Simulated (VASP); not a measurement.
# C (P6_3/mmc) in VASP: notebook

C is run at these levels: PBE+D3(BJ); tasks: single point, relaxation of cell and atoms.

Program: VASP 6.6.1. These are calculated values, not measurements. Logs are shortened: lines on timing, memory, paths and dates and some standing lists are left out, and cuts for length are marked.

## 1. The cell of the first run

It takes space group P6_3/mmc (No. 194, hexagonal). Conventional cell: a = 2.501 Å, b = 2.501 Å, c = 4.163 Å, α = 90.00°, β = 90.00°, γ = 120.00°. C (site symmetry 3m) has 4 C at 1.54 to 1.56 Å within 2.0 Å.

## 2. Single point, PBE+D3(BJ)

File INCAR:

```
SYSTEM = C
  PREC = Accurate
  ENCUT = 520
  EDIFF = 1E-6
  ISMEAR = 0
  SIGMA = 0.02
  LREAL = .FALSE.
  LASPH = .TRUE.
  NELM = 80
  ALGO = Normal
  ISIF = 2
  LWAVE = .FALSE.
  LCHARG = .FALSE.
  GGA = PE
  IVDW = 12
  NBANDS = 16
```

File KPOINTS:

```
Automatic mesh
0
G
  12 12 6
  0 0 0
```

File POSCAR:

```
C
1.0
    2.5011548678      0.0000000000      0.0000000000
   -1.2505774339      2.1660636543      0.0000000000
    0.0000000000      0.0000000000      4.1633535805
C
4
Direct
    0.3333333333      0.6666666667      0.4372201663
    0.3333333333      0.6666666667      0.0627798337
    0.6666666667      0.3333333333      0.9372201663
    0.6666666667      0.3333333333      0.5627798337
```

Potentials or basis: VASP PAW PBE potentials, release 64 (C).

Launch:

```sh
cat potpaw_PBE.64/C/POTCAR > POTCAR
mpirun -np 1 vasp_std > vasp.out
```

OUTCAR:

```text
SYSTEM = C
   PREC = Accurate
   ENCUT = 520
   EDIFF = 1E-6
   ISMEAR = 0
   LREAL = .FALSE.
   LASPH = .TRUE.
   NELM = 80
   ISIF = 2
   GGA = PE
   IVDW = 12
 IVDW          = 12

 ion  position               nearest neighbor table
   1  0.333  0.667  0.437-   4 1.54   4 1.54   4 1.54   2 1.56
   2  0.333  0.667  0.063-   3 1.54   3 1.54   3 1.54   1 1.56
   3  0.667  0.333  0.937-   2 1.54   2 1.54   2 1.54   4 1.56
   4  0.667  0.333  0.563-   1 1.54   1 1.54   1 1.54   3 1.56

  LATTYP: Found a hexagonal cell.
 ALAT       =     2.5011548678
 C/A-ratio  =     1.6645724877

  Lattice vectors:

 A1 = (   2.5011548678,   0.0000000000,   0.0000000000)
 A2 = (  -1.2505774339,   2.1660636543,   0.0000000000)
 A3 = (   0.0000000000,   0.0000000000,   4.1633535805)

Analysis of symmetry for initial positions (statically):
=====================================================================
 Subroutine PRICEL returns:
 Original cell was already a primitive cell.

 Routine SETGRP: Setting up the symmetry group for a
 hexagonal supercell.

 Subroutine GETGRP returns: Found 24 space group operations
 (whereof 12 operations were pure point group operations)
 out of a pool of 24 trial point group operations.

The static configuration has the point symmetry D_3d.
 The point group associated with its full space group is D_6h.

Analysis of symmetry for dynamics (positions and initial velocities):
=====================================================================
 Subroutine PRICEL returns:
 Original cell was already a primitive cell.

 Routine SETGRP: Setting up the symmetry group for a
 hexagonal supercell.

 Subroutine GETGRP returns: Found 24 space group operations
 (whereof 12 operations were pure point group operations)
 out of a pool of 24 trial point group operations.

The dynamic configuration has the point symmetry D_3d.
 The point group associated with its full space group is D_6h.

 Subroutine INISYM returns: Found 24 space group operations
 (whereof 12 operations are pure point group operations),
 and found     1 'primitive' translations

----------------------------------------------------------------------------------------

                                     Primitive cell

  volume of cell :      22.5556

  direct lattice vectors                    reciprocal lattice vectors
     2.501154868  0.000000000  0.000000000     0.399815306  0.230833475  0.000000000
    -1.250577434  2.166063654  0.000000000     0.000000000  0.461666950  0.000000000
     0.000000000  0.000000000  4.163353580     0.000000000  0.000000000  0.240190986

  length of vectors
     2.501154868  2.501154868  4.163353580     0.461666950  0.461666950  0.240190986

  position of ions in fractional coordinates (direct lattice)
     0.333333333  0.666666667  0.437220166
     0.333333333  0.666666667  0.062779834
     0.666666667  0.333333333  0.937220166
     0.666666667  0.333333333  0.562779834

  ion indices of the primitive-cell ions
   primitive index   ion index
                 1           1
                 2           2
                 3           3
                 4           4

----------------------------------------------------------------------------------------

 KPOINTS: Automatic mesh

Automatic generation of k-mesh.
 Grid dimensions read from file:
 generate k-points for:   12   12    6

 Generating k-lattice:

  Cartesian coordinates                     Fractional coordinates (reciprocal lattice)
     0.033317942  0.019236123  0.000000000     0.083333333  0.000000000  0.000000000
     0.000000000  0.038472246  0.000000000     0.000000000  0.083333333  0.000000000
     0.000000000  0.000000000  0.040031831     0.000000000  0.000000000  0.166666667

  Length of vectors
     0.038472246  0.038472246  0.040031831

  Shift w.r.t. Gamma in fractional coordinates (k-lattice)
     0.000000000  0.000000000  0.000000000

 Subroutine IBZKPT returns following result:
 ===========================================

 Found     76 irreducible k-points:

 Following reciprocal coordinates:
[... 52 lines left out ...]
     16      25.3470      0.00000

 k-point     4 :       0.2500   -0.0000    0.0000
  band No.  band energies     occupation
      1     -10.2164      2.00000
      2      -4.7613      2.00000
      3      -2.2858      2.00000
      4       1.7466      2.00000
      5       4.9550      2.00000
      6       5.5646      2.00000
[... 8 lines left out ...]
     15      24.9183      0.00000
     16      25.6649      0.00000

 k-point     5 :       0.3333    0.0000    0.0000
  band No.  band energies     occupation
      1      -9.0405      2.00000
      2      -3.6958      2.00000
      3      -1.7624      2.00000
      4      -0.2025      2.00000
      5       3.4144      2.00000
      6       4.2309      2.00000
[... 8 lines left out ...]
     15      25.0919      0.00000
     16      26.5351      0.00000

 k-point     6 :       0.4167   -0.0000    0.0000
  band No.  band energies     occupation
      1      -7.6035      2.00000
      2      -3.3242      2.00000
      3      -2.3773      2.00000
      4       0.2244      2.00000
      5       1.3983      2.00000
      6       3.7672      2.00000
[... 8 lines left out ...]
     15      26.3051      0.00000
     16      28.1983      0.00000
[... 267 lines left out ...]
 k-point    21 :       0.0833    0.0000    0.1667
  band No.  band energies     occupation
      1     -11.4022      2.00000
      2      -7.1106      2.00000
      3      -2.0641      2.00000
      4       6.2969      2.00000
      5       6.8000      2.00000
      6       8.2642      2.00000
[... 8 lines left out ...]
     15      24.5940      0.00000
     16      27.1567      0.00000

 k-point    22 :       0.1667    0.0000    0.1667
  band No.  band energies     occupation
      1     -10.8849      2.00000
      2      -6.6245      2.00000
      3      -1.6257      2.00000
      4       4.2918      2.00000
      5       5.9915      2.00000
      6       7.1208      2.00000
[... 8 lines left out ...]
     15      25.0191      0.00000
     16      25.5802      0.00000

 k-point    23 :       0.2500   -0.0000    0.1667
  band No.  band energies     occupation
      1     -10.0305      2.00000
      2      -5.8243      2.00000
      3      -0.9758      2.00000
      4       1.9472      2.00000
      5       4.9981      2.00000
      6       5.1143      2.00000
[... 8 lines left out ...]
     15      24.1124      0.00000
     16      25.7583      0.00000

 k-point    24 :       0.3333    0.0000    0.1667
  band No.  band energies     occupation
      1      -8.8570      2.00000
      2      -4.7339      2.00000
      3      -1.0779      2.00000
      4       0.5582      2.00000
      5       2.8080      2.00000
      6       4.3926      2.00000
[... 8 lines left out ...]
     15      24.6451      0.00000
     16      27.1561      0.00000

 [... further k-points ...]

------------------------ aborting loop because EDIFF is reached ----------------------------------------

 Edisp (eV)   -0.76993

 E8    (eV) :    -0.2218

  FORCE on cell =-STRESS in cart. coord.  units (eV):
  Direction    XX          YY          ZZ          XY          YZ          ZX
  --------------------------------------------------------------------------------------
  -------------------------------------------------------------------------------------
  Total       0.10623     0.10623     0.08727     0.00000     0.00000     0.00000
  in kB       7.54605     7.54605     6.19886     0.00000     0.00000     0.00000
  external pressure =        7.10 kB  Pullay stress =        0.00 kB

 VOLUME and BASIS-vectors are now :
 -----------------------------------------------------------------------------
  energy-cutoff  :      520.00
  volume of cell :       22.56
      direct lattice vectors                 reciprocal lattice vectors
     2.501154868  0.000000000  0.000000000     0.399815306  0.230833475  0.000000000
    -1.250577434  2.166063654  0.000000000     0.000000000  0.461666950  0.000000000
     0.000000000  0.000000000  4.163353580     0.000000000  0.000000000  0.240190986

 POSITION                                       TOTAL-FORCE (eV/Angst)
 -----------------------------------------------------------------------------------
     -0.00000      1.44404      1.82030        -0.000000     -0.000000     -0.002749
     -0.00000      1.44404      0.26137        -0.000000     -0.000000      0.002749
      1.25058      0.72202      3.90198         0.000000      0.000000     -0.002749
      1.25058      0.72202      2.34305         0.000000      0.000000      0.002749
 -----------------------------------------------------------------------------------
    total drift:                               -0.000000      0.000000     -0.000000

  FREE ENERGIE OF THE ION-ELECTRON SYSTEM (eV)
  ---------------------------------------------------
  free  energy   TOTEN  =       -37.0367250808 eV

  energy  without entropy=      -37.0367250808  energy(sigma->0) =      -37.03672508
```

It took 10 s on 1 thread of Intel Xeon 6975P-C (Granite Rapids), shared host; peak memory 0.15 GiB.

What came out:

```yaml
Free_energy: -37.0367 eV
Pressure: 0.7 GPa
Band_gap_on_the_k_mesh: 3.29 eV, indirect (least direct gap 4.98 eV)
Dispersion_energy_per_atom: -0.192 eV
```

Forces in eV/Å, atoms in the order of the input:
```
C    0.000  0.000 -0.003
C    0.000  0.000  0.003
C    0.000  0.000 -0.003
C    0.000  0.000  0.003
```

Stress tensor (GPa, compression positive):
```
0.75 0.00 0.00
0.00 0.75 0.00
0.00 0.00 0.62
```

A k mesh can miss the band edges. A hybrid or GW would open this gap; PBE tends to underestimate it.

## 3. Single point, PBE+D3(BJ)

This run uses another cell than the first one: it holds 8 atoms, not 4.

File INCAR:

```
SYSTEM = C
PREC = Accurate ; ENCUT = 520
EDIFF = 1E-6 ; ISMEAR = 0
SIGMA = 0.02 ; LREAL = .FALSE.
LASPH = .TRUE. ; NELM = 60
ALGO = Normal ; ISIF = 2
LWAVE = .FALSE. ; LCHARG = .FALSE.
GGA = PE ; IVDW = 12
NBANDS = 26
```

File KPOINTS:

```
regular mesh
0
G
  8 4 4
  0 0 0
```

File POSCAR:

```
C
1.0
   -1.2505774339     -2.1660636543      0.0000000000
   -3.7517323017      2.1660636543      0.0000000000
    0.0000000000      0.0000000000     -4.1633535805
C
8
Direct
    0.0000000000      0.6666666667      0.5627798337
    0.5000000000      0.1666666667      0.5627798337
    0.0000000000      0.6666666667      0.9372201663
    0.5000000000      0.1666666667      0.9372201663
    0.0000000000      0.3333333333      0.0627798337
    0.5000000000      0.8333333333      0.0627798337
    0.0000000000      0.3333333333      0.4372201663
    0.5000000000      0.8333333333      0.4372201663
```

Potentials or basis: VASP PAW PBE potentials, release 64 (C).

Launch:

```sh
cat potpaw_PBE.64/C/POTCAR > POTCAR
mpirun -np 1 vasp_std > vasp.out
```

Wall time 19 s (1 thread of Intel Xeon 6975P-C (Granite Rapids), shared host); peak memory 0.19 GiB.

It converged, with:

| Item | Value |
| --- | --- |
| Free energy | -74.0727 eV |
| Pressure | 0.7 GPa |
| Band gap on the k mesh | 3.38 eV |
| Dispersion energy per atom | -0.192 eV |

Forces in eV/Å, atoms in the order of the input:
```
C    0.000  0.000 -0.002
C    0.000  0.000 -0.002
C    0.000  0.000  0.002
C    0.000  0.000  0.002
C    0.000  0.000 -0.002
C    0.000  0.000 -0.002
C    0.000  0.000  0.002
C    0.000  0.000  0.002
```

Stress tensor (GPa, compression positive):
```
0.76 0.02 0.00
0.02 0.78 0.00
0.00 0.00 0.59
```

Levels at points of the mesh, in eV from the valence-band top:
| k point | band 12 | band 13 | band 14 | band 15 | band 16 | band 17 | band 18 | band 19 | band 20 | band 21 |
| --- | --- | --- | --- | --- | --- | --- | --- | --- | --- | --- |
| (0.00, 0.00, 0.00) | -3.10 | -3.10 | -0.49 | 0.00 | 0.00 | 4.50 | 4.98 | 4.98 | 5.36 | 8.10 |
| (0.50, 0.00, 0.00) | -7.69 | -5.61 | -5.61 | -5.20 | -5.20 | 4.45 | 4.45 | 9.79 | 9.79 | 9.83 |
| (0.00, 0.50, 0.00) | -4.54 | -2.55 | -2.55 | -1.88 | -1.88 | 4.95 | 4.95 | 6.97 | 6.97 | 7.46 |
| (0.50, 0.50, 0.00) | -6.50 | -5.99 | -5.99 | -3.16 | -3.16 | 4.50 | 4.50 | 8.10 | 8.10 | 8.31 |
| (0.00, 0.00, 0.50) | -4.85 | -1.86 | -1.86 | -1.86 | -1.86 | 5.91 | 5.91 | 6.54 | 6.54 | 7.27 |
| (0.50, 0.00, 0.50) | -8.07 | -4.66 | -4.66 | -4.66 | -4.66 | 7.30 | 7.30 | 7.30 | 7.30 | 10.10 |
| (0.00, 0.50, 0.50) | -5.73 | -3.82 | -3.82 | -3.82 | -3.82 | 6.08 | 6.08 | 6.08 | 6.08 | 9.48 |
| (0.50, 0.50, 0.50) | -5.13 | -4.85 | -4.85 | -4.85 | -4.85 | 5.91 | 5.91 | 5.91 | 5.91 | 6.54 |

A k mesh can miss the band edges.

## 4. Relaxation of cell and atoms, PBE+D3(BJ)

File INCAR:

```
  PREC = Accurate
  ENCUT = 600
  EDIFF = 1E-6
  ISMEAR = 0
  SIGMA = 0.02
  LREAL = False
  LASPH = True
  NELM = 100
  ALGO = Normal
  ISIF = 3
  LWAVE = False
  LCHARG = False
  GGA = PE
  IVDW = 12
  IBRION = 2
  NSW = 80
  EDIFFG = -0.01
```

File KPOINTS:

```
Automatic mesh
0
Gamma
  12 12 6
```

File POSCAR:

```
C
1.0
    2.5020984792      0.0000000000      0.0000000000
   -1.2510492396      2.1668808457      0.0000000000
    0.0000000000      0.0000000000      4.1634106957
C
4
Direct
    0.3333333333      0.6666666667      0.4371938044
    0.3333333333      0.6666666667      0.0628061956
    0.6666666667      0.3333333333      0.9371938044
    0.6666666667      0.3333333333      0.5628061956
```

Launch:

```sh
cat potpaw_PBE.64/C/POTCAR > POTCAR
mpirun -np 1 vasp_std > vasp.out
```

Run time: 18 s. Hardware: 1 thread of Intel Xeon 6975P-C (Granite Rapids), shared host; peak memory 0.16 GiB.

It converged, with:

```
Free energy                            : -37.0464 eV
Relaxed volume                         : 5.64 Å³/atom
Relaxed cell                           : a = 2.501 Å, b = 2.501 Å, c = 4.163 Å, α = 90.00°, β = 90.00°, γ = 120.00°
Space group after relaxing (to 0.05 Å) : P6_3/mmc (No. 194)
Energy gained by relaxing              : 0.0 meV/atom
Ionic steps                            : 3
Pressure after relaxing                : 0.0 GPa
Largest force after relaxing           : 0.004 eV/Å
Band gap on the k mesh                 : 3.30 eV, indirect (least direct gap 4.98 eV)
Dispersion energy per atom             : -0.192 eV
```

Forces on the atoms (eV/Å):
```
C    0.000  0.000 -0.004
C    0.000  0.000  0.004
C    0.000  0.000 -0.004
C    0.000  0.000  0.004
```

Final structure:
```yaml
crystal:
  lattice:
    - [2.50135, 0.00000, 0.00000]
    - [-1.25067, 2.16623, 0.00000]
    - [0.00000, 0.00000, 4.16322]
  atoms:
    - { symbol: C, position: [0.33333, 0.66667, 0.43723] }
    - { symbol: C, position: [0.33333, 0.66667, 0.06277] }
    - { symbol: C, position: [0.66667, 0.33333, 0.93723] }
    - { symbol: C, position: [0.66667, 0.33333, 0.56277] }
```

Levels at points of the mesh, in eV from the valence-band top:
```csv
k point,band 6,band 7,band 8,band 9,band 10,band 11
"(0.00, 0.00, 0.00)",-0.49,0.00,0.00,4.98,4.98,5.36
"(0.50, 0.00, 0.00)",-6.50,-5.99,-3.15,4.50,8.10,8.31
"(0.00, 0.00, 0.50)",-1.86,-1.86,-1.86,7.27,7.27,7.27
"(0.50, 0.00, 0.50)",-5.13,-4.84,-4.84,5.91,5.91,6.54
```

## 5. Relaxation of cell and atoms, PBE+D3(BJ)

This run uses another cell than the first one: it holds 8 atoms, not 4.

File INCAR:

```
PREC = Accurate
ENCUT = 600
EDIFF = 1E-6
ISMEAR = 0
SIGMA = 0.02
LREAL = F
LASPH = T
NELM = 80
ALGO = Normal
ISIF = 3
LWAVE = F
LCHARG = F
GGA = PE
IVDW = 12
IBRION = 2
NSW = 80
EDIFFG = -0.015
```

File KPOINTS:

```
Automatic mesh
0
Gamma
  8 4 4
```

File POSCAR:

```
C
1.0
   -1.2505774339     -2.1660636543      0.0000000000
   -3.7517323017      2.1660636543      0.0000000000
    0.0000000000      0.0000000000     -4.1633535805
C
8
Direct
    0.0000000000      0.6666666667      0.5627798337
    0.5000000000      0.1666666667      0.5627798337
    0.0000000000      0.6666666667      0.9372201663
    0.5000000000      0.1666666667      0.9372201663
    0.0000000000      0.3333333333      0.0627798337
    0.5000000000      0.8333333333      0.0627798337
    0.0000000000      0.3333333333      0.4372201663
    0.5000000000      0.8333333333      0.4372201663
```

Launch:

```sh
cat potpaw_PBE.64/C/POTCAR > POTCAR
mpirun -np 1 vasp_std > vasp.out
```

Wall time 18 s (1 thread of Intel Xeon 6975P-C (Granite Rapids), shared host); peak memory 0.19 GiB.

The run converged. Its results:

| Item | Value |
| --- | --- |
| Free energy | -74.0919 eV |
| Pressure after relaxing | 0.0 GPa |
| Band gap on the k mesh | 3.38 eV |
| Dispersion energy per atom | -0.192 eV |

Forces on the atoms (eV/Å):
```
C    0.000  0.000 -0.002
C    0.000  0.000 -0.002
C    0.000  0.000  0.002
C    0.000  0.000  0.002
C    0.000  0.000 -0.002
C    0.000  0.000 -0.002
C    0.000  0.000  0.002
C    0.000  0.000  0.002
```

Stress tensor (GPa, compression positive):
```
 0.08  0.02  0.00
 0.02  0.10  0.00
 0.00  0.00 -0.08
```

Final structure:
```
CELL_PARAMETERS angstrom
-1.25058 -2.16606 0.00000
-3.75173 2.16606 0.00000
0.00000 0.00000 -4.16335
ATOMIC_POSITIONS crystal
C 0.00000 0.66667 0.56278
C 0.50000 0.16667 0.56278
C 0.00000 0.66667 0.93722
C 0.50000 0.16667 0.93722
C 0.00000 0.33333 0.06278
C 0.50000 0.83333 0.06278
C 0.00000 0.33333 0.43722
C 0.50000 0.83333 0.43722
```

Levels at points of the mesh, in eV from the valence-band top:
```csv
k point,band 12,band 13,band 14,band 15,band 16,band 17,band 18,band 19,band 20,band 21
"(0.00, 0.00, 0.00)",-3.10,-3.10,-0.49,0.00,0.00,4.50,4.98,4.98,5.36,8.18
"(0.50, 0.00, 0.00)",-7.69,-5.61,-5.61,-5.20,-5.20,4.45,4.45,9.79,9.79,9.83
"(0.00, 0.50, 0.00)",-4.54,-2.55,-2.55,-1.88,-1.88,4.95,4.95,6.97,6.97,7.46
"(0.50, 0.50, 0.00)",-6.50,-5.99,-5.99,-3.16,-3.16,4.50,4.50,8.10,8.10,8.31
"(0.00, 0.00, 0.50)",-4.85,-1.86,-1.86,-1.86,-1.86,5.91,5.91,6.54,6.54,7.27
"(0.50, 0.00, 0.50)",-8.07,-4.66,-4.66,-4.66,-4.66,7.30,7.30,7.30,7.30,10.10
"(0.00, 0.50, 0.50)",-5.73,-3.82,-3.82,-3.82,-3.82,6.08,6.08,6.08,6.08,9.48
"(0.50, 0.50, 0.50)",-5.13,-4.85,-4.85,-4.85,-4.85,5.91,5.91,5.91,5.91,6.54
```

Caveat: the relaxation stopped at its first step, so nothing moved. A k mesh can miss the band edges.

## 6. Overview

| task | cell | k mesh | cutoff (eV) | gap on the mesh (eV) | pressure (GPa) |
| --- | --- | --- | --- | --- | --- |
| single point | a = 2.501, b = 2.501, c = 4.163 Å, angles 90.0, 90.0, 120.0°, 4 atoms | 12 × 12 × 6 | 520 | 3.29 | 0.7 |
| single point | a = 2.501, b = 4.332, c = 4.163 Å, 8 atoms | 8 × 4 × 4 | 520 | 3.38 | 0.7 |
| relaxation of cell and atoms | relaxed from a = 2.502, b = 2.502, c = 4.163 Å, angles 90.0, 90.0, 120.0°, 4 atoms | 12 × 12 × 6 | 600 | 3.30 | 0.0 |
| relaxation of cell and atoms | relaxed from a = 2.501, b = 4.332, c = 4.163 Å, 8 atoms | 8 × 4 × 4 | 600 | 3.38 | 0.0 |

Alike in all rows: level PBE+D3(BJ); potentials or basis VASP PAW PBE potentials, release 64 (C); no spin polarisation; smearing gaussian 0.02 eV.

Caveats: the relaxation stopped at its first step, so nothing moved (some runs).

Absolute energies hang on the potentials; compare differences alone.
